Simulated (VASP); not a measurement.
Here is a VASP 6.6.1 calculation.

INCAR

```
SYSTEM = TiO2
PREC = Accurate
ENCUT = 520
EDIFF = 1E-6
ISMEAR = 0
SIGMA = 0.02
LREAL = .FALSE.
LASPH = .TRUE.
NELM = 150
ALGO = Normal
ISIF = 2
LWAVE = .FALSE.
LCHARG = .FALSE.
LMAXMIX = 4
LDAU = .TRUE.
LDAUTYPE = 2
LDAUL = 2 -1
LDAUU = 4 0
LDAUJ = 0 0
LDAUPRINT = 1
GGA = PE
NBANDS = 33
```

File KPOINTS:

```
regular mesh
0
G
  8 8 8
  0 0 0
```

Contents of POSCAR:

```
TiO2
1.0
   -1.9574583735      1.9574583735      5.1134810588
    1.9574583735     -1.9574583735      5.1134810588
    1.9574583735      1.9574583735     -5.1134810588
Ti O
2 4
Direct
    0.0000000000      0.0000000000      0.0000000000
    0.7500000000      0.2500000000      0.5000000000
    0.2003574068      0.2003574068      0.0000000000
    0.9503574068      0.4503574068      0.5000000000
    0.5496425932      0.0496425932      0.5000000000
    0.7996425932      0.7996425932      0.0000000000
```

Potentials or basis: VASP PAW PBE potentials, release 64 (Ti_sv, O).

Launch:

```console
$ cat potpaw_PBE.64/Ti_sv/POTCAR potpaw_PBE.64/O/POTCAR > POTCAR
$ mpirun -np 1 vasp_std > vasp.out
```

Q: What does it give for the largest force?

A: 0.132 eV/Å.

Q: Predict the pressure.

A: -11.0 GPa.

Q: Predict the band gap on the k mesh.

A: 2.55 eV (least direct gap 2.71 eV).

Forces in eV/Å, atoms in the order of the input:
```
Ti   0.000  0.000  0.000
Ti   0.000  0.000  0.000
O    0.000  0.000  0.132
O    0.000  0.000  0.132
O    0.000  0.000 -0.132
O    0.000  0.000 -0.132
```

Caveat: the cell stands under tension. A k mesh can miss the band edges.
